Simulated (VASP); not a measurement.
Wanted: the native input for a VASP 6.6.1 run.

```
Task                   : relaxation of cell and atoms
Functional             : PBE
Potentials or basis    : VASP PAW PBE potentials, release 64 (H, Mo_sv)
Cutoff                 : 600 eV
k mesh                 : 6 × 6 × 6
Occupations            : gaussian, width 0.2 eV
Spin                   : no spin polarisation
Dipole correction      : no
Further INCAR settings : ALGO = Normal; EDIFF = 1e-07; IBRION = 2; EDIFFG = -0.08; NSW = 36; ISIF = 3
```

The structure of Mo3H lies in POSCAR:

```
Mo3H
1.0
   -2.4928567600      2.4928567600      2.4928567600
    2.4928567600     -2.4928567600      2.4928567600
    2.4928567600      2.4928567600     -2.4928567600
H Mo
1 3
Direct
    0.0000000000      0.0000000000      0.0000000000
    0.0000000000      0.5000000000      0.5000000000
    0.5000000000      0.0000000000      0.5000000000
    0.5000000000      0.5000000000      0.0000000000
```

The cell was generated, and may not be a known phase.

These files were run (other wordings do the same):

INCAR

```
SYSTEM = Mo3H
ALGO = Normal
EDIFF = 1E-7
EDIFFG = -0.08
ENCUT = 600
GGA = PE
IBRION = 2
ISIF = 3
ISMEAR = 0
LASPH = .True.
LCHARG = .False.
LREAL = .False.
LWAVE = .False.
NELM = 100
NSW = 36
PREC = Accurate
SIGMA = 0.2
```

KPOINTS

```
k-points
0
Gamma
  6 6 6
  0 0 0
```

Potentials or basis: VASP PAW PBE potentials, release 64 (H, Mo_sv).

The run is started by

```sh
$ cat potpaw_PBE.64/H/POTCAR potpaw_PBE.64/Mo_sv/POTCAR > POTCAR
$ mpirun -np 1 vasp_std > vasp.out
```

Results of the run:

```json
{
 "Relaxed volume": "14.94 Å³/atom",
 "Relaxed cell": "a = 4.266 Å, b = 4.266 Å, c = 4.266 Å, α = 109.47°, β = 109.47°, γ = 109.47°",
 "Space group after relaxing (to 0.1 Å)": "Im-3m (No. 229)",
 "Energy gained by relaxing": "10.2 meV/atom",
 "Ionic steps": "3",
 "Pressure after relaxing": "-0.1 GPa",
 "Band gap on the k mesh": "zero (an odd number of electrons rules out a gap without spin polarisation)"
}
```

Caveat: the highest band is partly filled, so the run has too few bands.

It took 56 s on 1 thread of Intel(R) Xeon(R) 6975P-C (Granite Rapids), on a shared host, peak memory 0.22 GiB.
